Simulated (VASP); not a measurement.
A run of VASP 6.6.1:

Contents of INCAR:

```
ALGO     = Normal         # electronic algorithm
EDIFF    = 1E-6           # SCF threshold, eV
ENCUT    = 520            # plane-wave cutoff, eV
GGA      = PE             # functional
ISIF     = 2              # what is computed and relaxed
ISMEAR   = -1             # smearing method
ISPIN    = 2              # spin polarisation
LASPH    = T              # aspherical terms in the spheres
LCHARG   = F              # write CHGCAR
LMAXMIX  = 4              # l up to which the mixer works
LORBIT   = 11             # projections on sites
LREAL    = F              # projectors in reciprocal space
LWAVE    = F              # write WAVECAR
MAGMOM   = 0 1            # initial moments
NBANDS   = 18             # bands
NELM     = 150            # most SCF steps
PREC     = Accurate       # precision mode
SIGMA    = 0.2            # smearing width, eV
```

The input KPOINTS:

```
k-points
0
Gamma
  5 5 5
```

File POSCAR:

```
AlNi
1.0
    2.8810000000      0.0000000000      0.0000000000
    0.0000000000      2.8810000000      0.0000000000
    0.0000000000      0.0000000000      2.8810000000
Al Ni
1 1
Direct
    0.0000000000      0.0000000000      0.0000000000
    0.5000000000      0.5000000000      0.5000000000
```

Potentials or basis: VASP PAW PBE potentials, release 64 (Al, Ni).

Run with:

```sh
$ cat potpaw_PBE.64/Al/POTCAR potpaw_PBE.64/Ni/POTCAR > POTCAR
$ mpirun -np 1 vasp_std > vasp.out
```

Hardware: 1 thread of AMD EPYC 7R43 64-Core Processor (Zen 3) (shared host).

Task: Estimate the wall time of this run.

Result: Run time: 11 s on 1 thread of AMD EPYC 7R43 64-Core Processor (Zen 3), with other jobs on the host, peak memory 0.1 GiB. Counts: scf iterations 13, k points 10.
